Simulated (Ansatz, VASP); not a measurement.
**One calculation of AlO2, two programs**

```
Al O
1.0
     0.00000    3.12374    3.12374
     3.12374    0.00000    3.12374
     3.12374    3.12374    0.00000
Al O
2 4
Direct
  0.25000 0.25000 0.25000
  0.00000 0.00000 0.00000
  0.62500 0.12500 0.62500
  0.62500 0.62500 0.12500
  0.12500 0.62500 0.62500
  0.62500 0.62500 0.62500
```

Change from the starting cell: species swapped into the TiBe2 type (Fd-3m, No. 227).

Alike in both runs: functional PBE; k mesh 4 × 4 × 4; occupations gaussian, width 0.1 eV; collinear spin.

Ansatz relaxed the structure, and its values are those at the end. VASP's run is a single point on that final structure, the one shown.

|  | VASP | Ansatz |
| --- | --- | --- |
| version | VASP 6.6.1 | Ansatz 0.2.0 |
| potentials or method | VASP PAW PBE potentials, release 64 (Al, O), cutoff 520 eV | scalar-relativistic, plane waves, PAW |
| valence electrons in the cell | 30 | 30 |

```csv
,VASP,Ansatz,Ansatz less VASP
gap on the k mesh at the Fermi level (eV),none,none,-
pressure (GPa),-0.4,0.0,+0.35
net moment per atom (μB),0.00,0.06,+0.061
size of the moment on the site where the two differ most (μB),0.00,0.12,+0.115
```

Site moments also hang on the region over which each program counts them. A gap of «none» marks a metal or a gap that the smearing closes. With one functional, cell and mesh, what is left measures potentials, basis and numerics. Ansatz's warnings: seeded moment not kept.

The k mesh is coarse, so the values compare programs but aren't converged.
